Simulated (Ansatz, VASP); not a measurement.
# One calculation of KF, two programs

```xyz
2
Lattice="0.0288 2.6958 2.6958 2.6958 0.0288 2.6958 2.6958 2.6958 0.0288" Properties=species:S:1:pos:R:3 pbc="T T T"
K     0.0000    0.0000    0.0000
F     2.7102    2.7102    2.7102
```

Alike in both runs: task single point; functional PBE; k mesh 8 × 8 × 8; occupations gaussian, width 0.05 eV; no spin polarisation.

|  | VASP | Ansatz |
| --- | --- | --- |
| version | VASP 6.6.1 | Ansatz 0.2.0 |
| potentials or method | VASP PAW PBE potentials, release 64 (K_sv, F), cutoff 520 eV | scalar-relativistic, plane waves, PAW |
| valence electrons in the cell | 16 | 16 |

|  | VASP | Ansatz | Ansatz less VASP |
| --- | --- | --- | --- |
| gap on the k mesh at the Fermi level (eV) | 6.10 | 6.12 | +0.016 |
| least direct gap on the mesh (eV) | 6.10 | 6.12 | +0.016 |
| pressure (GPa) | 1.0 | 1.0 | -0.03 |
| traceless stress, the component that is largest in VASP (GPa) | -0.15 | -0.15 | -0.002 |
